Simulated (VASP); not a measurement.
Ge: single point with PBE

Ge:

```
CELL_PARAMETERS angstrom
-1.54354 1.54354 1.54354
1.54354 -1.54354 1.54354
1.54354 1.54354 -1.54354
ATOMIC_POSITIONS crystal
Ge 0.00000 0.00000 0.00000
```

This cell differs from its parent crystal: volume scaled by 0.76.

```
Program                : VASP 6.6.1
Task                   : single point
Functional             : PBE
Potentials or basis    : VASP PAW PBE potentials, release 64 (Ge_d)
Cutoff                 : 520 eV
k mesh                 : 16 × 16 × 16
Occupations            : fermi-dirac, width 0.08 eV
Spin                   : no spin polarisation
Dipole correction      : no
Further INCAR settings : ALGO = Normal; EDIFF = 1e-06; NBANDS = 13
```

```
Pressure               : 31.3 GPa
Band gap on the k mesh : zero (band 7 reaches 21.90 eV, above the bottom of band 8 at 5.80 eV)
```

Levels at points of the mesh, in eV from the Fermi level:
| k point | band 3 | band 4 | band 5 | band 6 | band 7 | band 8 | band 9 | band 10 | band 11 | band 12 |
| --- | --- | --- | --- | --- | --- | --- | --- | --- | --- | --- |
| (0.00, 0.00, 0.00) | -24.93 | -24.76 | -24.76 | -15.50 | 12.12 | 12.12 | 12.12 | 17.07 | 17.07 | 17.07 |
| (0.50, 0.00, 0.00) | -24.77 | -24.76 | -24.65 | -7.87 | -6.92 | 5.57 | 8.11 | 10.61 | 11.37 | 22.65 |
| (0.50, 0.50, 0.50) | -24.68 | -24.68 | -24.68 | -0.73 | -0.73 | -0.73 | -0.62 | 4.14 | 4.14 | 29.36 |

Run time: 12 s on 1 thread of Intel Xeon 6975P-C, with other jobs on the host, peak memory 0.14 GiB.
